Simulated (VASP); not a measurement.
Wanted: the native input for a VASP 6.6.1 run.

```yaml
Task: single point
Functional: LDA
Potentials_or_basis: VASP PAW LDA potentials, release 64 (Sr_sv, Ti_sv, O)
Cutoff: 520 eV
k_mesh: 6 × 6 × 6
Occupations: gaussian, width 0.1 eV
Spin: no spin polarisation
Dipole_correction: no
Further_INCAR_settings: ALGO = Normal; EDIFF = 1e-06; NBANDS = 28
```

The structure of SrTiO3 (ke600) lies in POSCAR:

```
SrTiO3
1.0
    3.8544292934      0.0000000000      0.0000000000
    0.0000000000      3.8544292934      0.0000000000
    0.0000000000      0.0000000000      3.8544292934
Sr Ti O
1 1 3
Direct
    0.0000000000      0.0000000000      0.0000000000
    0.5000000000      0.5000000000      0.5000000000
    0.5000000000      0.0000000000      0.5000000000
    0.5000000000      0.5000000000      0.0000000000
    0.0000000000      0.5000000000      0.5000000000
```

These files were run (other wordings do the same):

INCAR

```
SYSTEM = SrTiO3
PREC     = Accurate       ! precision mode
ENCUT    = 520            ! plane-wave cutoff, eV
EDIFF    = 1E-6           ! SCF threshold, eV
ISMEAR   = 0              ! smearing method
SIGMA    = 0.1            ! smearing width, eV
LREAL    = .FALSE.        ! projectors in reciprocal space
LASPH    = .TRUE.         ! aspherical terms in the spheres
NELM     = 100            ! most SCF steps
ALGO     = Normal         ! electronic algorithm
ISIF     = 2              ! what is computed and relaxed
LWAVE    = .FALSE.        ! write WAVECAR
LCHARG   = .FALSE.        ! write CHGCAR
NBANDS   = 28             ! bands
```

KPOINTS

```
regular mesh
0
G
  6 6 6
  0 0 0
```

Potentials or basis: VASP PAW LDA potentials, release 64 (Sr_sv, Ti_sv, O).

Launch:

```console
$ cat potpaw_LDA.64/Sr_sv/POTCAR potpaw_LDA.64/Ti_sv/POTCAR potpaw_LDA.64/O/POTCAR > POTCAR
$ mpirun -np 1 vasp_std > vasp.out
```

It gave:

```
Pressure               : 1.1 GPa
Band gap on the k mesh : 1.81 eV, indirect (least direct gap 2.15 eV)
```

Wall time 16 s on 1 thread of Intel(R) Xeon(R) 6975P-C (Granite Rapids), on a shared host, peak memory 0.16 GiB.
